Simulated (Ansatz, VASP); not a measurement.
## Two plane-wave programs on C

INCAR

```
PREC = Accurate
ENCUT = 520
EDIFF = 1E-6
ISMEAR = 0
SIGMA = 0.01
LREAL = F
LASPH = T
NELM = 60
ALGO = Normal
ISIF = 2
LWAVE = F
LCHARG = F
GGA = PE
NBANDS = 16
```

File KPOINTS:

```
regular mesh
0
Gamma
  9 9 6
```

POSCAR

```
C
1.0
    2.5112152754      0.0000000000      0.0000000000
   -1.2556076377      2.1747762229      0.0000000000
    0.0000000000      0.0000000000      4.2430102239
C
4
Direct
    0.3333333333      0.6666666667     -0.0003907681
    0.6666666667      0.3333333333      0.4996092319
    0.3333333333      0.6666666667      0.3743907681
    0.6666666667      0.3333333333      0.8743907681
```

Input for Ansatz:

```yaml
crystal:
  lattice:
    - [2.5112152754, 0.0, 0.0]
    - [-1.2556076377, 2.1747762229, 0.0]
    - [0.0, 0.0, 4.2430102239]
  atoms:
    - { symbol: C, position: [0.3333333333, 0.6666666667, -0.0003907681] }
    - { symbol: C, position: [0.6666666667, 0.3333333333, 0.4996092319] }
    - { symbol: C, position: [0.3333333333, 0.6666666667, 0.3743907681] }
    - { symbol: C, position: [0.6666666667, 0.3333333333, 0.8743907681] }
basis:
  ecutwfc: 420
kpoints:
  mp_grid: { grid: [9, 9, 6] }
  band_path:
    path:
      - [0.0, 0.0, 0.0]
      - [0.0, 0.0, 0.0]
      - [0.5, 0.0, 0.0]
      - [0.5, 0.0, 0.0]
      - [0.3333333333, 0.3333333333, 0.0]
      - [0.0, 0.0, 0.5]
      - [0.0047960679, -0.0023980339, 0.0]
      - [-0.0047960679, 0.0023980339, 0.0]
      - [0.0, 0.0, 0.0081035526]
      - [0.0, 0.0, -0.0081035526]
      - [0.0047960679, -0.0023980339, 0.0]
      - [-0.0047960679, 0.0023980339, 0.0]
      - [0.0, 0.0, 0.0081035526]
      - [0.0, 0.0, -0.0081035526]
    npoints: 1
hamiltonian:
  xc: pbe
  pseudopotentials: { kind: paw, azcp: { folder: soft_1 } }
scf:
  occupations: { method: fixed }
  n_extra_bands: 6
output:
  forces: true
  stress: true
  eigenvalues: true
```

Alike in both runs: task single point; functional PBE; k mesh 9 × 9 × 6; no spin polarisation.

|  | VASP | Ansatz |
| --- | --- | --- |
| version | VASP 6.6.1 | Ansatz 0.2.0 |
| potentials or method | VASP PAW PBE potentials, release 64 (C), cutoff 520 eV | scalar-relativistic, plane waves, PAW |
| occupations | gaussian, width 0.01 eV | fixed |
| valence electrons in the cell | 16 | 16 |

Ansatz gave:

* gap on the k mesh at the Fermi level (eV): 3.42
* least direct gap on the mesh (eV): 4.89
* pressure (GPa): -6.1
* traceless stress, the component that is largest in VASP (GPa): -12.12
* rms of the force components (eV/Å): 0.001

Question: What did VASP give for the same quantities?

Answer: gap on the k mesh at the Fermi level (eV): 3.40; least direct gap on the mesh (eV): 4.88; pressure (GPa): -5.5; traceless stress, the component that is largest in VASP (GPa): -12.27; rms of the force components (eV/Å): 0.006.

Atom by atom the forces differ by 0.005 eV/Å (rms over components).
